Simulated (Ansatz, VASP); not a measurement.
# Two plane-wave programs on BN

```
CELL_PARAMETERS angstrom
0.00000 1.82539 1.82539
1.82539 0.00000 1.82539
1.82539 1.82539 0.00000
ATOMIC_POSITIONS crystal
B 0.00000 0.00000 0.00000
N 0.25000 0.25000 0.25000
```

Alike in both runs: task single point; functional LDA; k mesh 12 × 12 × 12; occupations gaussian, width 0.02 eV; no spin polarisation.

```csv
,VASP,Ansatz
version,VASP 6.6.1,Ansatz 0.2.0
potentials or method,"VASP PAW LDA potentials, release 64 (B, N), cutoff 600 eV","scalar-relativistic, plane waves, PAW"
valence electrons in the cell,8,8
```

VASP gave:

- gap on the k mesh at the Fermi level (eV): 4.31
- least direct gap on the mesh (eV): 8.55
- pressure (GPa): -20.5

Question: Which values does Ansatz return?

Answer: gap on the k mesh at the Fermi level (eV): 4.32; least direct gap on the mesh (eV): 8.56; pressure (GPa): -21.1.

LDA's correlation is that of Perdew and Zunger in VASP and of Perdew and Wang (1992) in Ansatz.
